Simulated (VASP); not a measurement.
# Al16CN15 (a cell with a defect) in VASP: a series of runs, part 2 of 2

VASP 6.6.1.

## (4) Single point, LDA

INCAR reads:

```
SYSTEM = Al16CN15
PREC = Accurate ; ENCUT = 520
EDIFF = 1E-6 ; ISMEAR = -1
SIGMA = 0.01 ; LREAL = Auto
LASPH = .TRUE. ; NELM = 120
ALGO = Normal ; ISIF = 2
LWAVE = .FALSE. ; LCHARG = .TRUE.
LELF = .TRUE. ; LVHAR = .TRUE.
NELECT = 128.0 ; NBANDS = 86
GGA_COMPAT = .FALSE.
```

KPOINTS reads:

```
Automatic mesh
0
Gamma
  1 1 1
  0.25 0.25 0.25
```

POSCAR reads:

```
Al16CN15
1.0
    6.2595139326      0.0000000578      0.0000000000
   -3.1297570163      5.4208980521      0.0000000000
    0.0000000000      0.0000000000     10.0348065068
Al N C
16 15 1
Direct
    0.3360430055      0.1655628782      0.2522310013
    0.1682380131      0.3337297131      0.4986096259
    0.3347948091      0.1665629281      0.7505476258
    0.1678232280      0.3336836733      1.0021220686
    0.3362618873      0.6685988182      0.2519859094
    0.1652245978      0.8325713779      0.5008843487
    0.3348532228      0.6666616025      0.7507386870
    0.1670249727      0.8333371451      0.9991097061
    0.8331105208      0.1653811204      0.2519239900
    0.6691397497      0.3363407791      0.5009242951
    0.8351162894      0.1669680212      0.7508288470
    0.6679998280      0.3344616310      0.9991118654
    0.8350357029      0.6665264847      0.2529078754
    0.6681584800      0.8337002084      0.5009624356
    0.8346326725      0.6667968355      0.7448145580
    0.6678790760      0.8336268824      0.9992001884
    0.3339008115      0.1675996114      0.4411837097
    0.1696396497      0.3321277958      0.1913263382
    0.3324845785      0.1687782016      0.9401575595
    0.1692845846      0.3322879813      0.6902278056
    0.3337981002      0.6697986016      0.4410717463
    0.1715454613      0.8330055110      0.1867599253
    0.3323658257      0.6663090870      0.9403026715
    0.1730450335      0.8340711295      0.6937931771
    0.8319865919      0.1679103774      0.4410293050
    0.6685765409      0.3299904272      0.1867782597
    0.8351862115      0.1692543043      0.9404058768
    0.6671580759      0.3282258337      0.6938044646
    0.6685211508      0.8330246718      0.1869654747
    0.8330798852      0.6682505708      0.9376761512
    0.6671758675      0.8346365192      0.6936999766
    0.8327957090      0.6684517559      0.4424962507
```

Potentials or basis: VASP PAW LDA potentials, release 64 (Al, N, C).

Started as:

```bash
$ cat potpaw_LDA.64/Al/POTCAR potpaw_LDA.64/N/POTCAR potpaw_LDA.64/C/POTCAR > POTCAR
$ mpirun -np 1 vasp_std > vasp.out
```

OUTCAR:

```text
SYSTEM = Al16CN15
   PREC = Accurate
   ENCUT = 520
   EDIFF = 1E-6
   ISMEAR = -1
   LREAL = Auto
   LASPH = .TRUE.
   NELM = 120
   ISIF = 2
   NELECT = 128.0

 ion  position               nearest neighbor table
   1  0.336  0.166  0.252-  17 1.90  18 1.91  26 1.92  22 1.92   2 3.07   6 3.08  10 3.08   4 3.10
                             5 3.11   9 3.11  12 3.11   8 3.11  13 3.13  13 3.13   9 3.15   5 3.15
   2  0.168  0.334  0.499-  17 1.89  21 1.91  25 1.91  20 1.92   5 3.07   9 3.07   1 3.07   7 3.11
                             3 3.11  11 3.11  10 3.13   6 3.13  14 3.13  14 3.13   6 3.13  10 3.13
   3  0.335  0.167  0.751-  28 1.89  24 1.89  20 1.89  19 1.90  12 3.08   8 3.08   6 3.09  10 3.09
                             4 3.11   2 3.11  11 3.13   7 3.13  15 3.13   7 3.13  11 3.13  15 3.13
   4  0.168  0.334  0.002-  19 1.89  18 1.90  27 1.91  23 1.91   9 3.09   5 3.10  11 3.10   7 3.10
                             1 3.10   3 3.11  12 3.13   8 3.13  16 3.13  16 3.13   8 3.13  12 3.13
   5  0.336  0.669  0.252-  21 1.90  22 1.90  29 1.92  18 1.92   2 3.07  14 3.08   6 3.09   4 3.10
                            16 3.11   9 3.11   1 3.11   8 3.12  13 3.13  13 3.13   1 3.15   9 3.15
   6  0.165  0.833  0.501-  21 1.89  32 1.89  17 1.91  24 1.94  15 3.03  13 3.07   1 3.08   5 3.09
                             3 3.09   7 3.10  10 3.11  14 3.11   2 3.13   2 3.13  14 3.14  10 3.15
   7  0.335  0.667  0.751-  24 1.87  31 1.89  23 1.90  20 1.91  16 3.08   8 3.08  14 3.09   6 3.10
                             4 3.10   2 3.11  11 3.13  15 3.13   3 3.13   3 3.13  11 3.13  15 3.13
   8  0.167  0.833  0.999-  22 1.88  23 1.90  19 1.91  30 1.91   3 3.08   7 3.08   1 3.11   5 3.12
                            13 3.12  12 3.12  15 3.12  16 3.13   4 3.13   4 3.13  16 3.13  12 3.14
   9  0.833  0.165  0.252-  25 1.90  26 1.90  29 1.92  18 1.92   2 3.07  14 3.08  10 3.09   4 3.09
[... 17 lines left out ...]
  19  0.332  0.169  0.940-   4 1.89   3 1.90   8 1.91  12 1.91
  20  0.169  0.332  0.690-   3 1.89  11 1.91   7 1.91   2 1.92
  21  0.334  0.670  0.441-   6 1.89   5 1.90  14 1.91   2 1.91
  22  0.172  0.833  0.187-   8 1.88   5 1.90   1 1.92  13 1.94
[... 8 lines left out ...]
  31  0.667  0.835  0.694-  15 1.89   7 1.89  11 1.89  14 1.93
  32  0.833  0.668  0.442-  14 1.88  10 1.89   6 1.89  13 1.90

  LATTYP: Found a hexagonal cell.
 ALAT       =     6.2595139326
 C/A-ratio  =     1.6031287117

  Lattice vectors:

 A1 = (   6.2595139326,   0.0000000578,   0.0000000000)
 A2 = (  -3.1297570163,   5.4208980521,   0.0000000000)
 A3 = (   0.0000000000,   0.0000000000,  10.0348065068)

Analysis of symmetry for initial positions (statically):
=====================================================================
 Subroutine PRICEL returns:
 Original cell was already a primitive cell.

 Routine SETGRP: Setting up the symmetry group for a
 hexagonal supercell.

 Subroutine GETGRP returns: Found  1 space group operations
 (whereof  1 operations were pure point group operations)
 out of a pool of 24 trial point group operations.

The static configuration has the point symmetry C_1 .

Analysis of symmetry for dynamics (positions and initial velocities):
=====================================================================
 Subroutine PRICEL returns:
 Original cell was already a primitive cell.

 Routine SETGRP: Setting up the symmetry group for a
 hexagonal supercell.

 Subroutine GETGRP returns: Found  1 space group operations
 (whereof  1 operations were pure point group operations)
 out of a pool of 24 trial point group operations.

The dynamic configuration has the point symmetry C_1 .

 Subroutine INISYM returns: Found  1 space group operations
 (whereof  1 operations are pure point group operations),
 and found     1 'primitive' translations

[... 122 lines left out ...]
   ions per type =              16  15   1
   NGX,Y,Z   is equivalent  to a cutoff of  12.75, 12.75, 13.25 a.u.
   NGXF,Y,Z  is equivalent  to a cutoff of  25.50, 25.50, 26.51 a.u.
 SYSTEM =  Al16CN15
   PREC   = accura    normal or accurate (medium, high low for compatibility)
   ISTART =      0    job   : 0-new  1-cont  2-samecut
   ICHARG =      2    charge: 1-file 2-atom 10-const
   ISPIN  =      1    spin polarized calculation?
   LNONCOLLINEAR =      F non collinear calculations
   LSORBIT =      F    spin-orbit coupling
   LASPH  =      T    aspherical Exc in radial PAW
   ENCUT  =  520.0 eV  38.22 Ry    6.18 a.u.  11.64 11.64 18.66*2*pi/ulx,y,z
   NELM   =    120;   NELMIN=  2; NELMDL= -5     # of ELM steps
   EDIFF  = 0.1E-05   stopping-criterion for ELM
   LREAL  =      T    real-space projection
   EDIFFG = 0.1E-04   stopping-criterion for IOM
   NSW    =      0    number of steps for IOM
   IBRION =     -1    ionic relax: 0-MD 1-quasi-New 2-CG
   NFREE  =      0    steps in history (QN), initial steepest desc. (CG)
   ISIF   =      2    stress and relaxation
   ISYM   =      2    0-nonsym 1-usesym 2-fastsym
   POTIM  = 0.5000    time-step for ionic-motion
   TEBEG  =    0.0;   TEEND  =   0.0 temperature during run
   PSTRESS=    0.0 pullay stress
   NELECT =     128.0000    total number of electrons
   NUPDOWN=      -1.0000    fix difference up-down
   EMIN   =  10.00;   EMAX   =-10.00  energy-range for DOS
   EFERMI =   0.00;   METHOD = LEGACY
   ISMEAR =    -1;   SIGMA  =   0.01  broadening in eV -4-tet -1-fermi 0-gaus
   EFERMI_NEDOS =   21; number of points for ismear=-14 and -15
   IALGO  =     38    algorithm
   IMIX   =      4    mixing-type and parameters
     AMIX     =   0.40;   BMIX     =  1.00
     AMIX_MAG =   1.60;   BMIX_MAG =  1.00
  volume/ion in A,a.u.               =      10.64        71.81
  Fermi-wavevector in a.u.,A,eV,Ry     =   1.181511  2.232733 18.993310  1.395969
  Thomas-Fermi vector in A             =   2.317783
   LORBIT       =      0    0 simple, 1 ext, 2 COOP (PROOUT), +10 PAW based schemes
   GGA     = CA    functional components
   LHFCALC =     F    Hartree Fock is set to
   AEXX    =    0.0000 exact exchange contribution
   IVDW    =     0    specifies the selected vdW correction
   LEPSILON=     F    determine dielectric tensor
   LRPA    =     F    only Hartree local field effects (RPA)
 non-spin polarized calculation
  energy-cutoff  :      520.00
  volume of cell :      340.50
 maximum number of plane-waves:      9148
 NGX is ok and might be reduce to    48
   NGX = 23   NGY = 23   NGZ = 37

 number of electron     128.0000005 magnetization

 Free energy of the ion-electron system (eV)
  ---------------------------------------------------
  ext. energy  EPLUGINS =         0.00000000
  ---------------------------------------------------
  free energy    TOTEN  =      -255.15369741 eV

  energy without entropy =     -255.15369741  energy(sigma->0) =     -255.15369741

 E-fermi :   6.6158     XC(G=0): -11.2100

 val. band max:        6.3052941877   @ k =   0.2500   0.5000   0.2500
 cond. band min:      10.8357355427   @ k =   0.2500   0.5000   0.2500
 fundamental gap:      4.5304413550
 Fermi energy:         6.6158397233

 k-point     1 :       0.2500    0.2500    0.2500
  band No.  band energies     occupation
      1      -8.7164      2.00000
      2      -8.2153      2.00000
      3      -8.1099      2.00000
      4      -8.0153      2.00000
      5      -7.6930      2.00000
      6      -7.5895      2.00000
[... 463 lines left out ...]
     75      12.6478      0.00000
     76      12.7173      0.00000
 [bands above 76 left out]

------------------------ aborting loop because EDIFF is reached ----------------------------------------

  FORCE on cell =-STRESS in cart. coord.  units (eV):
  Direction    XX          YY          ZZ          XY          YZ          ZX
  --------------------------------------------------------------------------------------
  -------------------------------------------------------------------------------------
  Total       -4.1240772     -6.0300113      4.4549472     -1.7003304      0.0192603     -0.0770067
  in kB      -19.4051281    -28.3731693     20.9619792     -8.0006089      0.0906258     -0.3623416
  external PRESSURE =      -8.9387728 kB  Pullay stress =       0.0000000 kB

 VOLUME and BASIS-vectors are now :
 -----------------------------------------------------------------------------
  energy-cutoff  :      520.00
  volume of cell :      340.50
      direct lattice vectors                 reciprocal lattice vectors
     6.259513933  0.000000058  0.000000000     0.159756813  0.092235641  0.000000000
    -3.129757016  5.420898052  0.000000000    -0.000000002  0.184471279  0.000000000
     0.000000000  0.000000000 10.034806507     0.000000000  0.000000000  0.099653142

 POSITION                                       TOTAL-FORCE (eV/Angst)
 -----------------------------------------------------------------------------------
      1.58529      0.89750      2.53109         0.106481     -0.060804     -0.022118
      0.00860      1.80911      5.00345        -0.163857      0.080306      0.009972
      1.57435      0.90292      7.53160         0.112430     -0.068541      0.030067
      0.00614      1.80887      0.02129        -0.092308      0.057451      0.011553
      0.01228      3.62441      2.52863         0.082049     -0.062015      0.016227
     -1.57152      4.51328      5.02628        -0.083532      0.079844      0.007204
[... 24 lines left out ...]
      1.56399      4.52448      6.96115        -0.183666      0.103491      0.027449
      3.12080      3.62361      4.44036         0.195829     -0.088763     -0.002264
 -----------------------------------------------------------------------------------
    total drift:                                0.018087     -0.001911     -0.004751

  FREE ENERGIE OF THE ION-ELECTRON SYSTEM (eV)
  ---------------------------------------------------
  free  energy   TOTEN  =      -255.1536974070 eV

  energy  without entropy=     -255.1536974070  energy(sigma->0) =     -255.15369741
```

It took 3.7 min on 1 thread of Intel Xeon Platinum 8488C (Sapphire Rapids), shared host; peak memory 0.4 GiB.

Results:

```
Free energy   : -255.1537 eV
Largest force : 0.242 eV/Å
```

Forces on the atoms (eV/Å):
```
Al   0.106 -0.061 -0.022
Al  -0.164  0.080  0.010
Al   0.112 -0.069  0.030
Al  -0.092  0.057  0.012
Al   0.082 -0.062  0.016
Al  -0.084  0.080  0.007
Al   0.113 -0.053  0.018
Al  -0.097  0.061  0.013
Al   0.093 -0.041  0.022
Al  -0.122  0.007  0.004
Al   0.093 -0.082  0.013
Al  -0.099  0.048  0.019
Al   0.092 -0.056 -0.039
Al  -0.111  0.060  0.016
Al   0.108 -0.066  0.036
Al  -0.093  0.056  0.016
N    0.213 -0.114 -0.011
N   -0.162  0.088 -0.014
N    0.153 -0.082 -0.014
N   -0.159  0.100  0.002
N    0.162 -0.110 -0.013
N   -0.160  0.108  0.014
N    0.165 -0.086 -0.021
N   -0.172  0.116 -0.026
N    0.180 -0.082 -0.011
N   -0.177  0.085  0.008
N    0.162 -0.107 -0.031
N   -0.172  0.107 -0.023
N   -0.158  0.095 -0.046
N    0.173 -0.093 -0.008
N   -0.184  0.103  0.027
C    0.196 -0.089 -0.002
```

Caveat: the k points lie up to 0.58 Å⁻¹ apart; the cell carries a net charge on a neutralising background, which shifts energy and pressure; the cell is charged against a uniform background, so pressure and absolute levels hang on convention.
